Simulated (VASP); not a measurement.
# Co (Fd-3m) in VASP: further runs

Runs on Co. Level: RPBE. Tasks: single point.

All numbers are computed with VASP 6.6.1; they aren't measurements. Logs are shortened: lines on timing, memory, paths and dates and some standing lists are left out, and cuts for length are marked.

### 1 The cell of the first run

Symmetry: Fd-3m, No. 227, cubic system. Conventional cell: a = 5.139 Å, b = 5.139 Å, c = 5.139 Å, α = 90.00°, β = 90.00°, γ = 90.00°. Co (site symmetry -43m) has 4 Co at 2.23 Å within 2.9 Å.

This isn't the form of Co at room conditions, which is hcp.

### 2 Single point, RPBE, collinear spin, ferromagnetic start

INCAR

```
PREC = Accurate
ENCUT = 520
EDIFF = 1E-6
ISMEAR = -1
SIGMA = 0.05
LREAL = F
LASPH = T
NELM = 150
ALGO = Normal
ISIF = 2
LWAVE = F
LCHARG = F
ISPIN = 2
MAGMOM = 1.7 1.7
LORBIT = 11
LMAXMIX = 4
GGA = RP
NBANDS = 20
```

KPOINTS

```
regular mesh
0
Gamma
  11 11 11
```

POSCAR

```
Co
1.0
    0.0000000000      2.5695272909      2.5695272909
    2.5695272909      0.0000000000      2.5695272909
    2.5695272909      2.5695272909      0.0000000000
Co
2
Direct
    0.1250000000      0.1250000000      0.1250000000
    0.8750000000      0.8750000000      0.8750000000
```

Potentials or basis: VASP PAW PBE potentials, release 64 (Co).

Run with:

```console
> cat potpaw_PBE.64/Co/POTCAR > POTCAR
> mpirun -np 1 vasp_std > vasp.out
```

OUTCAR:

```text
PREC = Accurate
   ENCUT = 520
   EDIFF = 1E-6
   ISMEAR = -1
   LREAL = F
   LASPH = T
   NELM = 150
   ISIF = 2
   ISPIN = 2
   LORBIT = 11
   GGA = RP

 ion  position               nearest neighbor table
   1  0.125  0.125  0.125-   2 2.23   2 2.23   2 2.23   2 2.23
   2  0.875  0.875  0.875-   1 2.23   1 2.23   1 2.23   1 2.23

  LATTYP: Found a face centered cubic cell.
 ALAT       =     5.1390545818

  Lattice vectors:

 A1 = (   0.0000000000,   2.5695272909,   2.5695272909)
 A2 = (   2.5695272909,   0.0000000000,   2.5695272909)
 A3 = (   2.5695272909,   2.5695272909,   0.0000000000)

Analysis of symmetry for initial positions (statically):
=====================================================================
 Subroutine PRICEL returns:
 Original cell was already a primitive cell.

 Routine SETGRP: Setting up the symmetry group for a
 face centered cubic supercell.

 Subroutine GETGRP returns: Found 48 space group operations
 (whereof 12 operations were pure point group operations)
 out of a pool of 48 trial point group operations.

The static configuration has the point symmetry D_3d.
 The point group associated with its full space group is O_h .

Analysis of symmetry for dynamics (positions and initial velocities):
=====================================================================
 Subroutine PRICEL returns:
 Original cell was already a primitive cell.

 Routine SETGRP: Setting up the symmetry group for a
 face centered cubic supercell.

 Subroutine GETGRP returns: Found 48 space group operations
 (whereof 12 operations were pure point group operations)
 out of a pool of 48 trial point group operations.

The dynamic configuration has the point symmetry D_3d.
 The point group associated with its full space group is O_h .

Analysis of structural, dynamic, and magnetic symmetry:
=====================================================================
 Subroutine PRICEL returns:
 Original cell was already a primitive cell.

 Routine SETGRP: Setting up the symmetry group for a
 face centered cubic supercell.

 Subroutine GETGRP returns: Found 48 space group operations
 (whereof 12 operations were pure point group operations)
 out of a pool of 48 trial point group operations.

The overall configuration has the point symmetry D_3d.
 The point group associated with its full space group is O_h .

 Subroutine INISYM returns: Found 48 space group operations
 (whereof 12 operations are pure point group operations),
 and found     1 'primitive' translations

----------------------------------------------------------------------------------------

                                     Primitive cell

  volume of cell :      33.9305

  direct lattice vectors                    reciprocal lattice vectors
     0.000000000  2.569527291  2.569527291    -0.194588320  0.194588320  0.194588320
     2.569527291  0.000000000  2.569527291     0.194588320 -0.194588320  0.194588320
     2.569527291  2.569527291  0.000000000     0.194588320  0.194588320 -0.194588320

  length of vectors
     3.633860344  3.633860344  3.633860344     0.337036858  0.337036858  0.337036858

  position of ions in fractional coordinates (direct lattice)
     0.125000000  0.125000000  0.125000000
     0.875000000  0.875000000  0.875000000

  ion indices of the primitive-cell ions
   primitive index   ion index
                 1           1
                 2           2

----------------------------------------------------------------------------------------

 KPOINTS: regular mesh

Automatic generation of k-mesh.
 Grid dimensions read from file:
 generate k-points for:   11   11   11

 Generating k-lattice:

  Cartesian coordinates                     Fractional coordinates (reciprocal lattice)
    -0.017689847  0.017689847  0.017689847     0.090909091  0.000000000  0.000000000
     0.017689847 -0.017689847  0.017689847     0.000000000  0.090909091  0.000000000
     0.017689847  0.017689847 -0.017689847     0.000000000  0.000000000  0.090909091

  Length of vectors
     0.030639714  0.030639714  0.030639714

  Shift w.r.t. Gamma in fractional coordinates (k-lattice)
     0.000000000  0.000000000  0.000000000

 Subroutine IBZKPT returns following result:
 ===========================================

 Found     56 irreducible k-points:

 Following reciprocal coordinates:
            Coordinates               Weight
  0.000000  0.000000  0.000000      1.000000
  0.090909  0.000000  0.000000      8.000000
  0.181818  0.000000  0.000000      8.000000
  0.272727  0.000000  0.000000      8.000000
  0.363636  0.000000  0.000000      8.000000
  0.454545  0.000000  0.000000      8.000000
[... 16 lines left out ...]
 -0.272727  0.181818  0.000000     24.000000
 -0.181818  0.181818  0.000000     12.000000
 [... further k-points ...]
   k-points           NKPTS =     56   k-points in BZ     NKDIM =     56   number of bands    NBANDS=     20
   number of dos      NEDOS =    301   number of ions     NIONS =      2
   total plane-waves  NPLWV =  21952
   dimension x,y,z NGX =    28 NGY =   28 NGZ =   28
   dimension x,y,z NGXF=    56 NGYF=   56 NGZF=   56
   ions per type =               2
   NGX,Y,Z   is equivalent  to a cutoff of  12.81, 12.81, 12.81 a.u.
   NGXF,Y,Z  is equivalent  to a cutoff of  25.62, 25.62, 25.62 a.u.
 SYSTEM =  unknown system
   PREC   = accura    normal or accurate (medium, high low for compatibility)
   ISTART =      0    job   : 0-new  1-cont  2-samecut
   ICHARG =      2    charge: 1-file 2-atom 10-const
   ISPIN  =      2    spin polarized calculation?
   LNONCOLLINEAR =      F non collinear calculations
   LSORBIT =      F    spin-orbit coupling
   LASPH  =      T    aspherical Exc in radial PAW
   ENCUT  =  520.0 eV  38.22 Ry    6.18 a.u.   6.76  6.76  6.76*2*pi/ulx,y,z
   NELM   =    150;   NELMIN=  2; NELMDL= -5     # of ELM steps
   EDIFF  = 0.1E-05   stopping-criterion for ELM
   LREAL  =      F    real-space projection
   EDIFFG = 0.1E-04   stopping-criterion for IOM
   NSW    =      0    number of steps for IOM
   IBRION =     -1    ionic relax: 0-MD 1-quasi-New 2-CG
   NFREE  =      0    steps in history (QN), initial steepest desc. (CG)
   ISIF   =      2    stress and relaxation
   ISYM   =      2    0-nonsym 1-usesym 2-fastsym
   POTIM  = 0.5000    time-step for ionic-motion
   TEBEG  =    0.0;   TEEND  =   0.0 temperature during run
   PSTRESS=    0.0 pullay stress
   NELECT =      18.0000    total number of electrons
   NUPDOWN=      -1.0000    fix difference up-down
   EMIN   =  10.00;   EMAX   =-10.00  energy-range for DOS
   EFERMI =   0.00;   METHOD = LEGACY
   ISMEAR =    -1;   SIGMA  =   0.05  broadening in eV -4-tet -1-fermi 0-gaus
   EFERMI_NEDOS =   21; number of points for ismear=-14 and -15
   IALGO  =     38    algorithm
   IMIX   =      4    mixing-type and parameters
     AMIX     =   0.40;   BMIX     =  1.00
     AMIX_MAG =   1.60;   BMIX_MAG =  1.00
  volume/ion in A,a.u.               =      16.97       114.49
  Fermi-wavevector in a.u.,A,eV,Ry     =   1.325264  2.504386 23.896251  1.756325
  Thomas-Fermi vector in A             =   2.454738
   LORBIT       =     11    0 simple, 1 ext, 2 COOP (PROOUT), +10 PAW based schemes
   GGA     = RP    functional components
   LHFCALC =     F    Hartree Fock is set to
   AEXX    =    0.0000 exact exchange contribution
   IVDW    =     0    specifies the selected vdW correction
   LEPSILON=     F    determine dielectric tensor
   LRPA    =     F    only Hartree local field effects (RPA)
 spin polarized calculation
  energy-cutoff  :      520.00
  volume of cell :       33.93
 maximum number of plane-waves:       941
   NGX = 13   NGY = 13   NGZ = 13

 number of electron      17.9999986 magnetization       3.4936940

 Free energy of the ion-electron system (eV)
  ---------------------------------------------------
  ext. energy  EPLUGINS =         0.00000000
  ---------------------------------------------------
  free energy    TOTEN  =       -10.60209384 eV

  energy without entropy =      -10.58492435  energy(sigma->0) =      -10.59350909

 E-fermi :   5.1223     XC(G=0): -10.5509

 val. band max:        5.1046274399   @ k =  -0.0909   0.0909   0.0000
 cond. band min:       5.1557697545   @ k =   0.0909   0.0000   0.0000
 fundamental gap:      0.0511423145
 Fermi energy:         5.1222861773

 spin component 1

 k-point     1 :       0.0000    0.0000    0.0000
  band No.  band energies     occupation
      1      -1.1431      1.00000
      2       1.7958      1.00000
      3       1.7958      1.00000
      4       1.9986      1.00000
      5       1.9986      1.00000
      6       1.9986      1.00000
[... 12 lines left out ...]
     19      19.8432      0.00000
     20      21.8471      0.00000
[... 507 lines left out ...]
 k-point    24 :      -0.1818    0.1818    0.0000
  band No.  band energies     occupation
      1       0.3062      1.00000
      2       1.5696      1.00000
      3       1.8674      1.00000
      4       1.9715      1.00000
      5       2.1754      1.00000
      6       2.4706      1.00000
[... 12 lines left out ...]
     19      20.4146      0.00000
     20      23.6593      0.00000

 [... further k-points ...]

 spin component 2

 k-point     1 :       0.0000    0.0000    0.0000
  band No.  band energies     occupation
      1      -1.1045      1.00000
      2       3.4845      1.00000
      3       3.4845      1.00000
      4       3.4845      1.00000
      5       3.5455      1.00000
      6       3.5455      1.00000
[... 12 lines left out ...]
     19      19.7284      0.00000
     20      21.7827      0.00000
[... 507 lines left out ...]
 k-point    24 :      -0.1818    0.1818    0.0000
  band No.  band energies     occupation
      1       0.3996      1.00000
      2       3.1496      1.00000
      3       3.4201      1.00000
      4       3.5128      1.00000
      5       3.7948      1.00000
      6       4.1454      1.00000
[... 12 lines left out ...]
     19      20.8896      0.00000
     20      23.7601      0.00000

 [... further k-points ...]

------------------------ aborting loop because EDIFF is reached ----------------------------------------

  FORCE on cell =-STRESS in cart. coord.  units (eV):
  Direction    XX          YY          ZZ          XY          YZ          ZX
  --------------------------------------------------------------------------------------
  -------------------------------------------------------------------------------------
  Total       -0.0994656     -0.0994656     -0.0994656      0.0000000      0.0000000      0.0000000
  in kB       -4.6967090     -4.6967090     -4.6967090      0.0000000      0.0000000      0.0000000
  external PRESSURE =      -4.6967090 kB  Pullay stress =       0.0000000 kB

 VOLUME and BASIS-vectors are now :
 -----------------------------------------------------------------------------
  energy-cutoff  :      520.00
  volume of cell :       33.93
      direct lattice vectors                 reciprocal lattice vectors
     0.000000000  2.569527291  2.569527291    -0.194588320  0.194588320  0.194588320
     2.569527291  0.000000000  2.569527291     0.194588320 -0.194588320  0.194588320
     2.569527291  2.569527291  0.000000000     0.194588320  0.194588320 -0.194588320

 POSITION                                       TOTAL-FORCE (eV/Angst)
 -----------------------------------------------------------------------------------
      0.64238      0.64238      0.64238        -0.000000      0.000000      0.000000
      4.49667      4.49667      4.49667         0.000000     -0.000000     -0.000000
 -----------------------------------------------------------------------------------
    total drift:                                0.000000      0.000000     -0.000000

  FREE ENERGIE OF THE ION-ELECTRON SYSTEM (eV)
  ---------------------------------------------------
  free  energy   TOTEN  =       -10.6020938384 eV

  energy  without entropy=      -10.5849243492  energy(sigma->0) =      -10.59350909

 total charge

# of ion       s       p       d       tot
------------------------------------------
    1        0.522   0.329   7.293   8.145
    2        0.522   0.329   7.293   8.145
--------------------------------------------------
tot          1.044   0.658  14.586  16.289

 magnetization (x)

# of ion       s       p       d       tot
------------------------------------------
    1       -0.031  -0.019   1.800   1.751
    2       -0.031  -0.019   1.800   1.751
--------------------------------------------------
tot         -0.061  -0.037   3.601   3.502
```

Run time: 2.1 min. Hardware: 1 thread of Intel Xeon 8259CL, shared host; peak memory 0.2 GiB.

What came out:

```
Free energy                                           : -10.6021 eV
Pressure                                              : -0.5 GPa
Net moment                                            : 3.49 μB per cell
Site moments                                          : Co +1.75 μB
Valence electrons inside the program's atomic spheres : Co 8.14
```

Caveat: the PAW data sets were made with another functional, which shifts forces and pressure a little.

### 3 Single point, RPBE, collinear spin, ferromagnetic start (14.93 Å³/atom)

This run uses another cell than the first one, of 14.93 Å³/atom.

INCAR

```
SYSTEM = Co
  PREC = Accurate
  ENCUT = 520
  EDIFF = 1E-6
  ISMEAR = -1
  SIGMA = 0.05
  LREAL = .False.
  LASPH = .True.
  NELM = 150
  ALGO = Normal
  ISIF = 2
  LWAVE = .False.
  LCHARG = .False.
  ISPIN = 2
  MAGMOM = 1.79 1.79
  LORBIT = 11
  LMAXMIX = 4
  GGA = RP
  NBANDS = 20
```

KPOINTS

```
Automatic mesh
0
Gamma
  12 12 12
  0 0 0
```

POSCAR

```
Co
1.0
    0.0000000000      2.4623368170      2.4623368170
    2.4623368170      0.0000000000      2.4623368170
    2.4623368170      2.4623368170      0.0000000000
Co
2
Direct
    0.1250000000      0.1250000000      0.1250000000
    0.8750000000      0.8750000000      0.8750000000
```

Potentials or basis: VASP PAW PBE potentials, release 64 (Co).

Run with:

```console
> cat potpaw_PBE.64/Co/POTCAR > POTCAR
> mpirun -np 1 vasp_std > vasp.out
```

It took 2.9 min on 1 thread of Intel Xeon 8259CL, shared host; peak memory 0.21 GiB.

Results (log left out):

```yaml
Free_energy: -10.4021 eV
Pressure: 5.6 GPa
Net_moment: 1.66 μB per cell
Site_moments: Co +0.82 μB
Valence_electrons_inside_the_program's_atomic_spheres: Co 8.33
```

Levels at points of the mesh, in eV from the Fermi level:
Spin up:
```csv
k point,band 8,band 9,band 10,band 11,band 12,band 13
"(0.00, 0.00, 0.00)",-1.29,-1.29,-0.04,-0.04,13.27,13.27
"(0.50, 0.00, 0.00)",-0.86,-0.86,-0.22,-0.22,1.26,9.76
"(0.50, 0.50, 0.00)",-1.59,-0.06,-0.06,1.72,1.72,4.98
```
Spin down:
```tsv
k point	band 4	band 5	band 6	band 7	band 8	band 9	band 10	band 11	band 12	band 13
(0.00, 0.00, 0.00)	-2.31	-2.31	-2.31	-0.45	-0.45	-0.45	0.93	0.93	13.47	13.47
(0.50, 0.00, 0.00)	-2.34	-2.29	-2.29	-1.30	0.01	0.01	0.73	0.73	2.01	9.94
(0.50, 0.50, 0.00)	-2.21	-1.62	-1.62	-0.73	-0.73	0.90	0.90	2.30	2.30	5.03
```

Caveat: the cell stands under pressure; the PAW data sets were made with another functional, which shifts forces and pressure a little.

### 4 Single point, RPBE, collinear spin, ferromagnetic start (15.61 Å³/atom)

This run uses another cell than the first one, of 15.61 Å³/atom.

INCAR

```
SYSTEM = Co
ALGO = Normal
EDIFF = 1E-6
ENCUT = 520
GGA = RP
ISIF = 2
ISMEAR = -1
ISPIN = 2
LASPH = .True.
LCHARG = .True.
LELF = .True.
LMAXMIX = 4
LORBIT = 11
LREAL = .False.
LVHAR = .True.
LWAVE = .False.
MAGMOM = 1.79 1.79
NBANDS = 20
NELM = 150
PREC = Accurate
SIGMA = 0.05
```

KPOINTS

```
k-points
0
Gamma
  12 12 12
  0 0 0
```

POSCAR

```
Co
1.0
    0.0000000000      2.4990935318      2.4990935318
    2.4990935318      0.0000000000      2.4990935318
    2.4990935318      2.4990935318      0.0000000000
Co
2
Direct
    0.1250000000      0.1250000000      0.1250000000
    0.8750000000      0.8750000000      0.8750000000
```

Run with:

```console
> cat potpaw_PBE.64/Co/POTCAR > POTCAR
> mpirun -np 1 vasp_std > vasp.out
```

Wall time 2.4 min (1 thread of Intel Xeon 8259CL, shared host); peak memory 0.21 GiB.

It converged, with:

```
Free energy                                           : -10.5451 eV
Pressure                                              : 8.3 GPa
Net moment                                            : 3.43 μB per cell
Site moments                                          : Co +1.70 μB
Valence electrons inside the program's atomic spheres : Co 8.26
```

Levels at points of the mesh, in eV from the Fermi level:
Spin up:
```tsv
k point	band 9	band 10	band 11	band 12	band 13	band 14
(0.00, 0.00, 0.00)	-1.62	-0.61	-0.61	12.69	12.69	12.69
(0.50, 0.00, 0.00)	-1.34	-0.67	-0.67	0.84	9.29	9.29
(0.50, 0.50, 0.00)	-0.50	-0.50	1.34	1.34	4.79	4.79
```
Spin down:
| k point | band 4 | band 5 | band 6 | band 7 | band 8 | band 9 | band 10 | band 11 |
| --- | --- | --- | --- | --- | --- | --- | --- | --- |
| (0.00, 0.00, 0.00) | -1.81 | -1.80 | -1.80 | 0.02 | 0.02 | 0.02 | 1.53 | 1.53 |
| (0.50, 0.00, 0.00) | -1.75 | -1.72 | -1.72 | -1.16 | 0.60 | 0.60 | 1.22 | 1.22 |
| (0.50, 0.50, 0.00) | -1.67 | -1.38 | -1.38 | -0.09 | -0.09 | 1.37 | 1.37 | 2.59 |

Caveat: the cell stands under pressure; the PAW data sets were made with another functional, which shifts forces and pressure a little.

(Continued in part 2 of 2.)
